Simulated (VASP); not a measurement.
**Be4OsPt2: single point with PBE**

Crystal: Be4OsPt2.

```
Be Os Pt
1.0
     3.45535    0.00000    0.00000
    -1.72768    2.99242    0.00000
     0.00000    0.00000    8.59588
Be Os Pt
4 1 2
Direct
  0.33333 0.66667 0.00000
  0.66667 0.33333 0.00000
  0.00000 0.00000 0.66823
  0.00000 0.00000 0.33177
  0.00000 0.00000 0.50000
  0.00000 0.00000 0.89708
  0.00000 0.00000 0.10292
```

The cell was generated, and may not be a known phase.

- Program: VASP 6.6.1
- Task: single point
- Functional: PBE
- Potentials or basis: VASP PAW PBE potentials, release 64 (Be, Os_sv_GW, Pt_sv_GW)
- Cutoff: 570 eV
- k mesh: 6 × 6 × 2
- Occupations: gaussian, width 0.1 eV
- Spin: no spin polarisation
- Dipole correction: no
- Further INCAR settings: ALGO = Normal; EDIFF = 1e-06; NBANDS = 39

The pressure is 145.9 GPa and the largest force is 66.997 eV/Å. The band gap on the k mesh is zero (bands 30 and 31 overlap by 0.38 eV).

Forces in eV/Å, atoms in the order of the input:
```
Be    0.000   0.000   0.000
Be    0.000   0.000   0.000
Be    0.000   0.000  25.273
Be    0.000   0.000 -25.273
Os    0.000   0.000   0.000
Pt    0.000   0.000 -66.997
Pt    0.000   0.000  66.997
```

Stress tensor (GPa, compression positive):
```
 22.09   0.00   0.00
  0.00  22.09   0.00
  0.00   0.00 393.37
```

Levels at points of the mesh, in eV from the Fermi level:
| k point | band 26 | band 27 | band 28 | band 29 | band 30 | band 31 | band 32 | band 33 | band 34 | band 35 |
| --- | --- | --- | --- | --- | --- | --- | --- | --- | --- | --- |
| (0.00, 0.00, 0.00) | -2.77 | -0.59 | -0.59 | -0.01 | -0.01 | 1.25 | 3.91 | 5.47 | 5.47 | 6.73 |
| (0.50, 0.00, 0.00) | -1.69 | -1.21 | -0.30 | -0.21 | -0.13 | 0.19 | 0.87 | 1.06 | 1.56 | 4.49 |
| (0.00, 0.00, 0.50) | -1.27 | -1.02 | -0.59 | -0.59 | -0.31 | -0.31 | 5.56 | 6.73 | 6.73 | 6.84 |
| (0.50, 0.00, 0.50) | -2.23 | -0.95 | -0.61 | -0.15 | 0.04 | 0.70 | 1.06 | 1.06 | 1.91 | 3.09 |

It took 3.3 min on 1 thread of Intel(R) Xeon(R) Platinum 8259CL CPU @ 2.50GHz (Skylake/Cascade Lake) (shared host), peak memory 0.26 GiB.

Caveat: the k points lie up to 0.37 Å⁻¹ apart; atoms lie so close that the PAW spheres overlap strongly, which falsifies energies and pressures; spin-orbit coupling is left out, which moves the levels of the heavy elements; forces of over 1 eV/Å act on the atoms, so gaps and moduli don't describe the material at rest.
